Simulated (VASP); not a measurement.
# Bi2Se3 (I4/mmm) in VASP: relaxation of cell and atoms with PBE

Aim: the relaxation of cell and atoms of Bi2Se3 with PBE.

All numbers are computed with VASP 6.6.1; they aren't measurements. Logs are shortened: lines on timing, memory, paths and dates and some standing lists are left out, and cuts for length are marked.

### Step 1. The cell of the first run

The structure is tetragonal, space group I4/mmm (No. 139). The conventional cell has a = 5.188 Å, b = 5.188 Å, c = 11.536 Å, α = 90.00°, β = 90.00°, γ = 90.00°. Bi (site symmetry -4m2) has 6 Se at 2.88 to 3.88 Å and 4 Bi at 3.67 Å within 3.9 Å. Se (site symmetry mmm) has 2 Se at 2.59 Å and 2 Bi at 2.88 Å within 3.4 Å. Se (site symmetry 4/mmm) has 4 Se at 2.59 Å within 3.4 Å.

The cell was generated, and may not be a known phase.

### Step 2. Relaxation of cell and atoms, PBE

Input file INCAR:

```
PREC     = Accurate       # precision mode
ENCUT    = 500            # plane-wave cutoff, eV
EDIFF    = 1E-7           # SCF threshold, eV
ISMEAR   = 0              # smearing method
SIGMA    = 0.1            # smearing width, eV
LREAL    = False          # projectors in reciprocal space
LASPH    = True           # aspherical terms in the spheres
NELM     = 120            # most SCF steps
ALGO     = Normal         # electronic algorithm
ISIF     = 3              # what is computed and relaxed
LWAVE    = False          # write WAVECAR
LCHARG   = False          # write CHGCAR
GGA      = PE             # functional
IBRION   = 2              # ionic algorithm
NSW      = 100            # ionic steps
EDIFFG   = -0.01          # ionic threshold
GGA_COMPAT= False        
NELMIN   = 4
```

Input file KPOINTS:

```
regular mesh
0
Gamma
  10 10 10
```

Input file POSCAR:

```
Bi2Se3
1.0
   -2.5938242138      2.5938242138      5.7682195991
    2.5938242138     -2.5938242138      5.7682195991
    2.5938242138      2.5938242138     -5.7682195991
Bi Se
2 3
Direct
    0.7500000000      0.2500000000      0.5000000000
    0.2500000000      0.7500000000      0.5000000000
    0.5000000000      0.0000000000      0.5000000000
    0.0000000000      0.5000000000      0.5000000000
    0.5000000000      0.5000000000      0.0000000000
```

Potentials or basis: VASP PAW PBE potentials, release 64 (Bi_d, Se).

Launch:

```console
$ cat potpaw_PBE.64/Bi_d/POTCAR potpaw_PBE.64/Se/POTCAR > POTCAR
$ mpirun -np 1 vasp_std > vasp.out
```

OUTCAR:

```text
PREC = Accurate
   ENCUT = 500
   EDIFF = 1E-7
   ISMEAR = 0
   LREAL = False
   LASPH = True
   NELM = 120
   ISIF = 3
   GGA = PE
   IBRION = 2
   NSW = 100
   EDIFFG = -0.01
   NELMIN = 4

 ion  position               nearest neighbor table
   1  0.750  0.250  0.500-   3 2.88   4 2.88   2 3.67   2 3.67   2 3.67   2 3.67
   2  0.250  0.750  0.500-   3 2.88   4 2.88   1 3.67   1 3.67   1 3.67   1 3.67
   3  0.500  0.000  0.500-   5 2.59   5 2.59   1 2.88   2 2.88
   4  0.000  0.500  0.500-   5 2.59   5 2.59   1 2.88   2 2.88
   5  0.500  0.500  0.000-   3 2.59   4 2.59   3 2.59   4 2.59

  LATTYP: Found a body centered tetragonal cell.
 ALAT       =     5.1876484276
 C/A-ratio  =     2.2238282642

  Lattice vectors:

 A1 = (  -2.5938242138,   2.5938242138,   5.7682195991)
 A2 = (   2.5938242138,  -2.5938242138,   5.7682195991)
 A3 = (   2.5938242138,   2.5938242138,  -5.7682195991)

Analysis of symmetry for initial positions (statically):
=====================================================================
 Subroutine PRICEL returns:
 Original cell was already a primitive cell.

 Routine SETGRP: Setting up the symmetry group for a
 body centered tetragonal supercell.

 Subroutine GETGRP returns: Found 16 space group operations
 (whereof 16 operations were pure point group operations)
 out of a pool of 16 trial point group operations.

The static configuration has the point symmetry D_4h.

Analysis of symmetry for dynamics (positions and initial velocities):
=====================================================================
 Subroutine PRICEL returns:
 Original cell was already a primitive cell.

 Routine SETGRP: Setting up the symmetry group for a
 body centered tetragonal supercell.

 Subroutine GETGRP returns: Found 16 space group operations
 (whereof 16 operations were pure point group operations)
 out of a pool of 16 trial point group operations.

The dynamic configuration has the point symmetry D_4h.

 Subroutine INISYM returns: Found 16 space group operations
 (whereof 16 operations are pure point group operations),
 and found     1 'primitive' translations

----------------------------------------------------------------------------------------

                                     Primitive cell

  volume of cell :     155.2326

  direct lattice vectors                    reciprocal lattice vectors
    -2.593824214  2.593824214  5.768219599     0.000000000  0.192765569  0.086681859
     2.593824214 -2.593824214  5.768219599     0.192765569  0.000000000  0.086681859
[... 103 lines left out ...]
   NUPDOWN=      -1.0000    fix difference up-down
   EMIN   =  10.00;   EMAX   =-10.00  energy-range for DOS
   EFERMI =   0.00;   METHOD = LEGACY
   ISMEAR =     0;   SIGMA  =   0.10  broadening in eV -4-tet -1-fermi 0-gaus
   EFERMI_NEDOS =   21; number of points for ismear=-14 and -15
   IALGO  =     38    algorithm
   IMIX   =      4    mixing-type and parameters
     AMIX     =   0.40;   BMIX     =  1.00
     AMIX_MAG =   1.60;   BMIX_MAG =  1.00
  volume/ion in A,a.u.               =      31.05       209.51
  Fermi-wavevector in a.u.,A,eV,Ry     =   1.107034  2.091991 16.674270  1.225524
  Thomas-Fermi vector in A             =   2.243543
   LORBIT       =      0    0 simple, 1 ext, 2 COOP (PROOUT), +10 PAW based schemes
   GGA     = PE    functional components
   LHFCALC =     F    Hartree Fock is set to
   AEXX    =    0.0000 exact exchange contribution
   IVDW    =     0    specifies the selected vdW correction
   LEPSILON=     F    determine dielectric tensor
   LRPA    =     F    only Hartree local field effects (RPA)
 conjugate gradient relaxation of ions
 non-spin polarized calculation
 Gauss-broadening in eV      SIGMA  =   0.10
  energy-cutoff  :      500.00
  volume of cell :      155.23
 maximum number of plane-waves:      3989
 NGX is ok and might be reduce to    50
   NGX = 25   NGY = 25   NGZ = 25

--------------------------------------- Ionic step        1  -------------------------------------------

 number of electron      47.9999997 magnetization

 Free energy of the ion-electron system (eV)
  ---------------------------------------------------
  ext. energy  EPLUGINS =         0.00000000
  ---------------------------------------------------
  free energy    TOTEN  =       -17.42889846 eV

  energy without entropy =      -17.41436471  energy(sigma->0) =      -17.42163159

------------------------ aborting loop because EDIFF is reached ----------------------------------------

  FORCE on cell =-STRESS in cart. coord.  units (eV):
  Direction    XX          YY          ZZ          XY          YZ          ZX
  --------------------------------------------------------------------------------------
  -------------------------------------------------------------------------------------
  Total       -0.4690539     -0.4690539      0.5340876      0.0000000      0.0000000      0.0000000
  in kB       -4.8411721     -4.8411721      5.5123938      0.0000000      0.0000000      0.0000000
  external PRESSURE =      -1.3899834 kB  Pullay stress =       0.0000000 kB
[... 143 lines left out ...]
--------------------------------------- Ionic step        5  -------------------------------------------

 number of electron      48.0000000 magnetization

 Free energy of the ion-electron system (eV)
  ---------------------------------------------------
  ext. energy  EPLUGINS =         0.00000000
  ---------------------------------------------------
  free energy    TOTEN  =       -17.43338072 eV

  energy without entropy =      -17.41852147  energy(sigma->0) =      -17.42595109

 E-fermi :   4.1200     XC(G=0):  -9.1181

 val. band max:        4.1026910756   @ k =  -0.2000   0.3000   0.1000
 cond. band min:       4.1250022102   @ k =   0.5000   0.1000   0.0000
 fundamental gap:      0.0223111346
 Fermi energy:         4.1199615808

 k-point     1 :       0.0000    0.0000    0.0000
  band No.  band energies     occupation
      1     -18.8211      2.00000
      2     -18.7687      2.00000
      3     -18.7632      2.00000
      4     -18.7632      2.00000
      5     -18.7527      2.00000
      6     -18.7387      2.00000
[... 733 lines left out ...]
     27       6.1827      0.00000
     28       6.3708      0.00000

 [... further k-points ...]

------------------------ aborting loop because EDIFF is reached ----------------------------------------

  FORCE on cell =-STRESS in cart. coord.  units (eV):
  Direction    XX          YY          ZZ          XY          YZ          ZX
  --------------------------------------------------------------------------------------
  -------------------------------------------------------------------------------------
  Total        0.0235552      0.0235552      0.0234793      0.0000000     -0.0000000      0.0000000
  in kB        0.2446972      0.2446972      0.2439082      0.0000000     -0.0000000      0.0000000
  external PRESSURE =       0.2444342 kB  Pullay stress =       0.0000000 kB
[... 20 lines left out ...]
  FREE ENERGIE OF THE ION-ELECTRON SYSTEM (eV)
  ---------------------------------------------------
  free  energy   TOTEN  =       -17.4333807155 eV

  energy  without entropy=      -17.4185214650  energy(sigma->0) =      -17.42595109

 reached required accuracy - stopping structural energy minimisation
```

OSZICAR:

```text
N       E                     dE             d eps       ncg     rms          rms(c)
DAV:   1     0.472025883591E+03    0.47203E+03   -0.22609E+04  5768   0.168E+03
DAV:   2     0.350121344339E+02   -0.43701E+03   -0.42654E+03  6264   0.427E+02
DAV:   3    -0.153077444145E+02   -0.50320E+02   -0.48252E+02  7032   0.159E+02
[... 44 lines left out ...]
DAV:   3    -0.174333737958E+02    0.14017E-03   -0.59438E-04  7384   0.262E-01    0.912E-03
DAV:   4    -0.174333775128E+02   -0.37170E-05   -0.15652E-05  6228   0.261E-02    0.536E-03
DAV:   5    -0.174333800814E+02   -0.25686E-05   -0.21446E-06  6060   0.903E-03    0.242E-03
DAV:   6    -0.174333806331E+02   -0.55166E-06   -0.31557E-07  4792   0.465E-03    0.922E-04
DAV:   7    -0.174333807155E+02   -0.82375E-07   -0.58257E-08  3168   0.227E-03
   5 F= -.17433381E+02 E0= -.17425951E+02  d E =-.189694E-04
```

It took 37 min on 1 thread of Oxide Virtual Turin-like, shared host; peak memory 0.58 GiB.

What came out:

| Property | Result |
| --- | --- |
| Free energy | -17.4334 eV |
| Relaxed volume | 30.85 Å³/atom |
| Relaxed cell | a = 6.853 Å, b = 6.853 Å, c = 6.853 Å, α = 135.81°, β = 135.81°, γ = 64.28° |
| Space group after relaxing (to 0.1 Å) | I4/mmm (No. 139) |
| Energy gained by relaxing | 0.9 meV/atom |
| Ionic steps | 5 |
| Pressure after relaxing | 0.0 GPa |
| Band gap on the k mesh | zero (bands 24 and 25 overlap by 0.52 eV) |

The path:
```tsv
step	energy change (eV)	largest force (eV/Å)	pressure (GPa)	volume (Å³)
1	0.0000	0.0000	-0.14	155.23
2	-0.0043	0.0000	-0.07	154.62
3	-0.0045	0.0000	-0.05	154.47
4	-0.0045	0.0000	-0.05	154.45
5	-0.0045	0.0000	0.02	154.23
```

Final structure:
```cif
data_structure
_symmetry_space_group_name_H-M 'P 1'
_symmetry_Int_Tables_number 1
_cell_length_a 6.8529
_cell_length_b 6.8529
_cell_length_c 6.8529
_cell_angle_alpha 135.809
_cell_angle_beta 135.809
_cell_angle_gamma 64.276
_cell_volume 154.23
loop_
_atom_site_label
_atom_site_type_symbol
_atom_site_fract_x
_atom_site_fract_y
_atom_site_fract_z
_atom_site_occupancy
Bi1 Bi 0.75000 0.25000 0.50000 1
Bi2 Bi 0.25000 0.75000 0.50000 1
Se1 Se 0.50000 0.00000 0.50000 1
Se2 Se 0.00000 0.50000 0.50000 1
Se3 Se 0.50000 0.50000 0.00000 1
```

Caveat: spin-orbit coupling is left out, which moves the levels of the heavy elements.

The gap in the log of VASP goes by the Fermi energy; the results here count the filled bands.